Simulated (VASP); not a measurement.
# TiRh (Pm-3m) in VASP: single point with LDA

Aim: the single point of TiRh with LDA.

Program: VASP 6.6.1. These are calculated values, not measurements. Logs are shortened: lines on timing, memory, paths and dates and some standing lists are left out, and cuts for length are marked.

### Step 1. The cell of the first run

The structure is cubic, space group Pm-3m (No. 221). Conventional cell: a = 3.115 Å, b = 3.115 Å, c = 3.115 Å, α = 90.00°, β = 90.00°, γ = 90.00°. Within 3.6 Å of Ti (site symmetry m-3m) lie 8 Rh at 2.70 Å and 6 Ti at 3.12 Å. Rh (site symmetry m-3m) has 8 Ti at 2.70 Å and 6 Rh at 3.12 Å within 3.6 Å.

### Step 2. Single point, LDA

Contents of INCAR:

```
PREC     = Accurate       # precision mode
ENCUT    = 520            # plane-wave cutoff, eV
EDIFF    = 1E-6           # SCF threshold, eV
ISMEAR   = 1              # smearing method
SIGMA    = 0.1            # smearing width, eV
LREAL    = False          # projectors in reciprocal space
LASPH    = True           # aspherical terms in the spheres
NELM     = 60             # most SCF steps
ALGO     = Normal         # electronic algorithm
ISIF     = 2              # what is computed and relaxed
LWAVE    = False          # write WAVECAR
LCHARG   = True           # write CHGCAR
LELF     = True           # ELF
LVHAR    = True         
NBANDS   = 20             # bands
```

Contents of KPOINTS:

```
regular mesh
0
Gamma
  7 7 7
```

Contents of POSCAR:

```
TiRh
1.0
    3.1152020000      0.0000000000      0.0000000000
    0.0000000000      3.1152020000      0.0000000000
    0.0000000000      0.0000000000      3.1152020000
Ti Rh
1 1
Direct
    0.5000000000      0.5000000000      0.5000000000
    0.0000000000      0.0000000000      0.0000000000
```

Potentials or basis: VASP PAW LDA potentials, release 64 (Ti_sv, Rh_pv).

Run with:

```console
> cat potpaw_LDA.64/Ti_sv/POTCAR potpaw_LDA.64/Rh_pv/POTCAR > POTCAR
> mpirun -np 1 vasp_std > vasp.out
```

OUTCAR:

```text
PREC = Accurate
   ENCUT = 520
   EDIFF = 1E-6
   ISMEAR = 1
   LREAL = False
   LASPH = True
   NELM = 60
   ISIF = 2

 ion  position               nearest neighbor table
   1  0.500  0.500  0.500-   2 2.70   2 2.70   2 2.70   2 2.70   2 2.70   2 2.70   2 2.70   2 2.70

   2  0.000  0.000  0.000-   1 2.70   1 2.70   1 2.70   1 2.70   1 2.70   1 2.70   1 2.70   1 2.70

  LATTYP: Found a simple cubic cell.
 ALAT       =     3.1152020000

  Lattice vectors:

 A1 = (   3.1152020000,   0.0000000000,   0.0000000000)
 A2 = (   0.0000000000,   3.1152020000,   0.0000000000)
 A3 = (   0.0000000000,   0.0000000000,   3.1152020000)

Analysis of symmetry for initial positions (statically):
=====================================================================
 Subroutine PRICEL returns:
 Original cell was already a primitive cell.

 Routine SETGRP: Setting up the symmetry group for a
 simple cubic supercell.

 Subroutine GETGRP returns: Found 48 space group operations
 (whereof 48 operations were pure point group operations)
 out of a pool of 48 trial point group operations.

The static configuration has the point symmetry O_h .

Analysis of symmetry for dynamics (positions and initial velocities):
=====================================================================
 Subroutine PRICEL returns:
 Original cell was already a primitive cell.

 Routine SETGRP: Setting up the symmetry group for a
 simple cubic supercell.

 Subroutine GETGRP returns: Found 48 space group operations
 (whereof 48 operations were pure point group operations)
 out of a pool of 48 trial point group operations.

The dynamic configuration has the point symmetry O_h .

 Subroutine INISYM returns: Found 48 space group operations
 (whereof 48 operations are pure point group operations),
 and found     1 'primitive' translations

----------------------------------------------------------------------------------------

                                     Primitive cell

  volume of cell :      30.2314

  direct lattice vectors                    reciprocal lattice vectors
     3.115202000  0.000000000  0.000000000     0.321006471  0.000000000  0.000000000
     0.000000000  3.115202000  0.000000000     0.000000000  0.321006471  0.000000000
     0.000000000  0.000000000  3.115202000     0.000000000  0.000000000  0.321006471

  length of vectors
     3.115202000  3.115202000  3.115202000     0.321006471  0.321006471  0.321006471

  position of ions in fractional coordinates (direct lattice)
     0.500000000  0.500000000  0.500000000
     0.000000000  0.000000000  0.000000000

  ion indices of the primitive-cell ions
   primitive index   ion index
                 1           1
                 2           2

----------------------------------------------------------------------------------------

 KPOINTS: regular mesh

Automatic generation of k-mesh.
 Grid dimensions read from file:
 generate k-points for:    7    7    7

 Generating k-lattice:

  Cartesian coordinates                     Fractional coordinates (reciprocal lattice)
     0.045858067  0.000000000  0.000000000     0.142857143  0.000000000  0.000000000
     0.000000000  0.045858067  0.000000000     0.000000000  0.142857143  0.000000000
     0.000000000  0.000000000  0.045858067     0.000000000  0.000000000  0.142857143

  Length of vectors
     0.045858067  0.045858067  0.045858067

  Shift w.r.t. Gamma in fractional coordinates (k-lattice)
     0.000000000  0.000000000  0.000000000

 Subroutine IBZKPT returns following result:
 ===========================================

 Found     20 irreducible k-points:

 Following reciprocal coordinates:
            Coordinates               Weight
  0.000000  0.000000  0.000000      1.000000
  0.142857  0.000000  0.000000      6.000000
  0.285714  0.000000  0.000000      6.000000
  0.428571  0.000000  0.000000      6.000000
  0.142857  0.142857  0.000000     12.000000
  0.285714  0.142857  0.000000     24.000000
[... 12 lines left out ...]
  0.428571  0.428571  0.285714     24.000000
  0.428571  0.428571  0.428571      8.000000
   k-points           NKPTS =     20   k-points in BZ     NKDIM =     20   number of bands    NBANDS=     20
   number of dos      NEDOS =    301   number of ions     NIONS =      2
   total plane-waves  NPLWV =  13824
   dimension x,y,z NGX =    24 NGY =   24 NGZ =   24
   dimension x,y,z NGXF=    48 NGYF=   48 NGZF=   48
   ions per type =               1   1
   NGX,Y,Z   is equivalent  to a cutoff of  12.81, 12.81, 12.81 a.u.
   NGXF,Y,Z  is equivalent  to a cutoff of  25.62, 25.62, 25.62 a.u.
 SYSTEM =  unknown system
   PREC   = accura    normal or accurate (medium, high low for compatibility)
   ISTART =      0    job   : 0-new  1-cont  2-samecut
   ICHARG =      2    charge: 1-file 2-atom 10-const
   ISPIN  =      1    spin polarized calculation?
   LNONCOLLINEAR =      F non collinear calculations
   LSORBIT =      F    spin-orbit coupling
   LASPH  =      T    aspherical Exc in radial PAW
   ENCUT  =  520.0 eV  38.22 Ry    6.18 a.u.   5.79  5.79  5.79*2*pi/ulx,y,z
   NELM   =     60;   NELMIN=  2; NELMDL= -5     # of ELM steps
   EDIFF  = 0.1E-05   stopping-criterion for ELM
   LREAL  =      F    real-space projection
   EDIFFG = 0.1E-04   stopping-criterion for IOM
   NSW    =      0    number of steps for IOM
   IBRION =     -1    ionic relax: 0-MD 1-quasi-New 2-CG
   NFREE  =      0    steps in history (QN), initial steepest desc. (CG)
   ISIF   =      2    stress and relaxation
   ISYM   =      2    0-nonsym 1-usesym 2-fastsym
   POTIM  = 0.5000    time-step for ionic-motion
   TEBEG  =    0.0;   TEEND  =   0.0 temperature during run
   PSTRESS=    0.0 pullay stress
   NELECT =      27.0000    total number of electrons
   NUPDOWN=      -1.0000    fix difference up-down
   EMIN   =  10.00;   EMAX   =-10.00  energy-range for DOS
   EFERMI =   0.00;   METHOD = LEGACY
   ISMEAR =     1;   SIGMA  =   0.10  broadening in eV -4-tet -1-fermi 0-gaus
   EFERMI_NEDOS =   21; number of points for ismear=-14 and -15
   IALGO  =     38    algorithm
   IMIX   =      4    mixing-type and parameters
     AMIX     =   0.40;   BMIX     =  1.00
     AMIX_MAG =   1.60;   BMIX_MAG =  1.00
  volume/ion in A,a.u.               =      15.12       102.01
  Fermi-wavevector in a.u.,A,eV,Ry     =   1.576558  2.979262 33.817746  2.485534
  Thomas-Fermi vector in A             =   2.677373
   LORBIT       =      0    0 simple, 1 ext, 2 COOP (PROOUT), +10 PAW based schemes
   GGA     = CA    functional components
   LHFCALC =     F    Hartree Fock is set to
   AEXX    =    0.0000 exact exchange contribution
   IVDW    =     0    specifies the selected vdW correction
   LEPSILON=     F    determine dielectric tensor
   LRPA    =     F    only Hartree local field effects (RPA)
 non-spin polarized calculation
 Methfessel and Paxton  Order N= 1 SIGMA  =   0.10
  energy-cutoff  :      520.00
  volume of cell :       30.23
 maximum number of plane-waves:       829
 NGX is ok and might be reduce to    24
   NGX = 11   NGY = 11   NGZ = 11

 number of electron      27.0000005 magnetization

 Free energy of the ion-electron system (eV)
  ---------------------------------------------------
  ext. energy  EPLUGINS =         0.00000000
  ---------------------------------------------------
  free energy    TOTEN  =       -18.59729785 eV

  energy without entropy =      -18.59096725  energy(sigma->0) =      -18.59518765

 E-fermi :  10.4719     XC(G=0): -13.1123

 val. band max:       10.4219148147   @ k =   0.4286   0.2857   0.0000
 cond. band min:      10.4804351251   @ k =   0.4286   0.2857   0.2857
 fundamental gap:      0.0585203103
 Fermi energy:        10.4718508122

 k-point     1 :       0.0000    0.0000    0.0000
  band No.  band energies     occupation
      1     -46.4110      2.00000
      2     -36.1299      2.00000
      3     -36.1299      2.00000
      4     -36.1299      2.00000
      5     -22.9279      2.00000
      6     -22.9279      2.00000
[... 12 lines left out ...]
     19      18.9360      0.00000
     20      18.9360      0.00000

 k-point     2 :       0.1429    0.0000    0.0000
  band No.  band energies     occupation
      1     -46.4080      2.00000
      2     -36.1444      2.00000
      3     -36.1281      2.00000
      4     -36.1281      2.00000
      5     -22.9683      2.00000
      6     -22.9269      2.00000
[... 12 lines left out ...]
     19      17.5051      0.00000
     20      19.9547      0.00000

 k-point     3 :       0.2857    0.0000    0.0000
  band No.  band energies     occupation
      1     -46.4013      2.00000
      2     -36.1770      2.00000
      3     -36.1240      2.00000
      4     -36.1240      2.00000
      5     -23.0582      2.00000
      6     -22.9247      2.00000
[... 12 lines left out ...]
     19      15.0598      0.00000
     20      22.2795      0.00000

 k-point     4 :       0.4286    0.0000    0.0000
  band No.  band energies     occupation
      1     -46.3960      2.00000
      2     -36.2031      2.00000
      3     -36.1207      2.00000
      4     -36.1207      2.00000
      5     -23.1294      2.00000
      6     -22.9230      2.00000
[... 12 lines left out ...]
     19      13.6173      0.00000
     20      25.0469      0.00000

 k-point     5 :       0.1429    0.1429    0.0000
  band No.  band energies     occupation
      1     -46.4048      2.00000
      2     -36.1451      2.00000
      3     -36.1411      2.00000
      4     -36.1263      2.00000
      5     -22.9719      2.00000
      6     -22.9598      2.00000
[... 12 lines left out ...]
     19      17.9522      0.00000
     20      18.8359      0.00000

 k-point     6 :       0.2857    0.1429    0.0000
  band No.  band energies     occupation
      1     -46.3977      2.00000
      2     -36.1770      2.00000
      3     -36.1400      2.00000
      4     -36.1224      2.00000
      5     -23.0530      2.00000
      6     -22.9597      2.00000
[... 12 lines left out ...]
     19      15.5866      0.00000
     20      20.4453      0.00000

 k-point     7 :       0.4286    0.1429    0.0000
  band No.  band energies     occupation
      1     -46.3920      2.00000
      2     -36.2037      2.00000
      3     -36.1377      2.00000
      4     -36.1193      2.00000
      5     -23.1211      2.00000
      6     -22.9558      2.00000
[... 12 lines left out ...]
     19      13.7298      0.00000
     20      22.4334      0.00000
[... 185 lines left out ...]
 k-point    16 :       0.4286    0.4286    0.1429
  band No.  band energies     occupation
      1     -46.3721      2.00000
      2     -36.2043      2.00000
      3     -36.2034      2.00000
      4     -36.1295      2.00000
      5     -23.0885      2.00000
      6     -23.0859      2.00000
[... 12 lines left out ...]
     19      14.6176      0.00000
     20      18.7249      0.00000

 k-point    17 :       0.2857    0.2857    0.2857
  band No.  band energies     occupation
      1     -46.3775      2.00000
      2     -36.1721      2.00000
      3     -36.1721      2.00000
      4     -36.1711      2.00000
      5     -23.0306      2.00000
      6     -23.0295      2.00000
[... 12 lines left out ...]
     19      18.3454      0.00000
     20      18.3454      0.00000

 k-point    18 :       0.4286    0.2857    0.2857
  band No.  band energies     occupation
      1     -46.3708      2.00000
      2     -36.2010      2.00000
      3     -36.1705      2.00000
      4     -36.1681      2.00000
      5     -23.0924      2.00000
      6     -23.0292      2.00000
[... 12 lines left out ...]
     19      16.0685      0.00000
     20      19.9782      0.00000

 k-point    19 :       0.4286    0.4286    0.2857
  band No.  band energies     occupation
      1     -46.3640      2.00000
      2     -36.1988      2.00000
      3     -36.1987      2.00000
      4     -36.1657      2.00000
      5     -23.0871      2.00000
      6     -23.0869      2.00000
[... 12 lines left out ...]
     19      16.5976      0.00000
     20      18.6009      0.00000

 k-point    20 :       0.4286    0.4286    0.4286
  band No.  band energies     occupation
      1     -46.3575      2.00000
      2     -36.1951      2.00000
      3     -36.1944      2.00000
      4     -36.1944      2.00000
      5     -23.0877      2.00000
      6     -23.0877      2.00000
[... 12 lines left out ...]
     19      18.7795      0.00000
     20      18.8169      0.00000

------------------------ aborting loop because EDIFF is reached ----------------------------------------

  FORCE on cell =-STRESS in cart. coord.  units (eV):
  Direction    XX          YY          ZZ          XY          YZ          ZX
  --------------------------------------------------------------------------------------
  -------------------------------------------------------------------------------------
  Total       -2.4925627     -2.4925627     -2.4925627      0.0000000      0.0000000     -0.0000000
  in kB     -132.0985437   -132.0985437   -132.0985437      0.0000000      0.0000000     -0.0000000
  external PRESSURE =    -132.0985437 kB  Pullay stress =       0.0000000 kB

 VOLUME and BASIS-vectors are now :
 -----------------------------------------------------------------------------
  energy-cutoff  :      520.00
  volume of cell :       30.23
      direct lattice vectors                 reciprocal lattice vectors
     3.115202000  0.000000000  0.000000000     0.321006471  0.000000000  0.000000000
     0.000000000  3.115202000  0.000000000     0.000000000  0.321006471  0.000000000
     0.000000000  0.000000000  3.115202000     0.000000000  0.000000000  0.321006471

 POSITION                                       TOTAL-FORCE (eV/Angst)
 -----------------------------------------------------------------------------------
      1.55760      1.55760      1.55760         0.000000      0.000000      0.000000
      0.00000      0.00000      0.00000         0.000000      0.000000      0.000000
 -----------------------------------------------------------------------------------
    total drift:                                0.000000      0.000000     -0.000000

  FREE ENERGIE OF THE ION-ELECTRON SYSTEM (eV)
  ---------------------------------------------------
  free  energy   TOTEN  =       -18.5972978535 eV

  energy  without entropy=      -18.5909672542  energy(sigma->0) =      -18.59518765
```

It took 4.1 s on 1 thread of Intel Xeon 6975P-C (Granite Rapids), shared host; peak memory 0.13 GiB.

Results:

```yaml
Free_energy: -18.5973 eV
Pressure: -13.2 GPa
```
